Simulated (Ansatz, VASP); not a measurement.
**One calculation of InSb, two programs**

The input INCAR:

```
PREC = Accurate
ENCUT = 520
EDIFF = 1E-7
ISMEAR = -1
SIGMA = 0.03
LREAL = False
LASPH = True
NELM = 80
ALGO = Normal
ISIF = 2
LWAVE = False
LCHARG = False
GGA = PE
NBANDS = 16
```

Contents of KPOINTS:

```
regular mesh
0
Gamma
  10 10 10
```

POSCAR

```
InSb
1.0
    0.0000000000      3.2498612086      3.2498612086
    3.2498612086      0.0000000000      3.2498612086
    3.2498612086      3.2498612086      0.0000000000
In Sb
1 1
Direct
    0.0000000000      0.0000000000      0.0000000000
    0.7500000000      0.7500000000      0.7500000000
```

Input for Ansatz:

```yaml
crystal:
  lattice:
    - [0.0, 3.2498612086, 3.2498612086]
    - [3.2498612086, 0.0, 3.2498612086]
    - [3.2498612086, 3.2498612086, 0.0]
  atoms:
    - { symbol: In, position: [0.0, 0.0, 0.0] }
    - { symbol: Sb, position: [0.75, 0.75, 0.75] }
kpoints:
  mp_grid: { grid: [10, 10, 10] }
  band_path:
    path:
      - [0.0, 0.0, 0.0]
      - [-0.5, -0.5, 0.0]
      - [-0.375, -0.375, 0.25]
      - [-0.375, 0.0, 0.375]
      - [0.0, 0.0, 0.0]
      - [0.0, 0.0, 0.5]
      - [-0.5, -0.25, 0.25]
      - [-0.5, -0.5, 0.0]
    npoints: 5
scf:
  occupations: { method: fermi_dirac, width: 0.03 }
hamiltonian:
  xc: pbe
  pseudopotentials: { kind: all_electron, lapw: { basis_error: 0.00025 } }
output:
  forces: true
  stress: true
  eigenvalues: true
```

Change from the starting cell: volume scaled by 1.01.

Alike in both runs: task single point; functional PBE; k mesh 10 × 10 × 10; occupations fermi-dirac, width 0.03 eV; no spin polarisation.

|  | VASP | Ansatz |
| --- | --- | --- |
| version | VASP 6.6.1 | Ansatz 0.2.0 |
| potentials or method | VASP PAW PBE potentials, release 64 (In_d, Sb), cutoff 520 eV | all-electron LAPW, scalar-relativistic |

```csv
,VASP,Ansatz,Ansatz less VASP
pressure (GPa),2.6,2.7,+0.03
```

Ansatz ran all-electron here, and VASP with PAW potentials.

Neither program's run includes spin-orbit coupling.
